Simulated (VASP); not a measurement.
Wanted: the native input for a VASP 6.6.1 run.

```
Task                   : relaxation of cell and atoms
Functional             : r2SCAN
Potentials or basis    : VASP PAW PBE potentials, release 64 (Rh_pv)
Cutoff                 : 600 eV
k mesh                 : 13 × 13 × 13
Occupations            : fermi-dirac, width 0.05 eV
Spin                   : collinear spin, ferromagnetic start
Starting moments       : [1.0] μB
Dipole correction      : no
Further INCAR settings : ALGO = Normal; EDIFF = 1e-07; IBRION = 2; EDIFFG = -0.01; NSW = 80; ISIF = 3
```

Crystal: Rh.

```
CELL_PARAMETERS angstrom
2.45806 0.00000 0.00000
0.00000 2.45806 0.00000
0.00000 0.00000 2.45806
ATOMIC_POSITIONS crystal
Rh 0.00000 0.00000 0.00000
```

One way to write it, as run:

POSCAR

```
Rh
1.0
    2.4580591709      0.0000000000      0.0000000000
    0.0000000000      2.4580591709      0.0000000000
    0.0000000000      0.0000000000      2.4580591709
Rh
1
Direct
    0.0000000000      0.0000000000      0.0000000000
```

INCAR.step1

```
SYSTEM = Rh
PREC = Accurate
ENCUT = 600
ISMEAR = -1
SIGMA = 0.05
LREAL = .FALSE.
LASPH = .TRUE.
NELM = 150
ISPIN = 2
MAGMOM = 1
LMAXMIX = 4
GGA = PE
ALGO = Normal
EDIFF = 1E-4
LWAVE = .TRUE.
LCHARG = .FALSE.
```

INCAR.step2

```
SYSTEM = Rh
PREC = Accurate
ENCUT = 600
EDIFF = 1E-7
ISMEAR = -1
SIGMA = 0.05
LREAL = .FALSE.
LASPH = .TRUE.
NELM = 150
ALGO = Normal
ISIF = 3
LWAVE = .FALSE.
LCHARG = .FALSE.
ISPIN = 2
MAGMOM = 1
LORBIT = 11
LMAXMIX = 4
METAGGA = R2SCAN
LMIXTAU = .TRUE.
IBRION = 2
NSW = 80
EDIFFG = -0.01
ISTART = 1
```

KPOINTS

```
regular mesh
0
G
  13 13 13
  0 0 0
```

Potentials or basis: VASP PAW PBE potentials, release 64 (Rh_pv).

Run with:

```bash
$ cat potpaw_PBE.64/Rh_pv/POTCAR > POTCAR
$ cp INCAR.step1 INCAR
$ mpirun -np 1 vasp_std > vasp.out
$ cp INCAR.step2 INCAR
$ mpirun -np 1 vasp_std > vasp.out
```

Results of the run:

```json
{
 "Relaxed volume": "15.94 Å³/atom",
 "Relaxed cell": "a = 2.517 Å, b = 2.517 Å, c = 2.517 Å, α = 90.00°, β = 90.00°, γ = 90.00°",
 "Space group after relaxing (to 0.05 Å)": "Pm-3m (No. 221)",
 "Energy gained by relaxing": "53.4 meV/atom",
 "Ionic steps": "4",
 "Pressure after relaxing": "-0.1 GPa",
 "Net moment": "0.00 μB per cell",
 "Valence electrons inside the program's atomic spheres": "Rh 13.85"
}
```

Caveat: the PAW data sets were made with another functional, which shifts forces and pressure a little.

Wall time 4.3 min on 1 thread of AMD EPYC 9R45 96-Core Processor (Zen 5), on a shared host, peak memory 0.13 GiB.
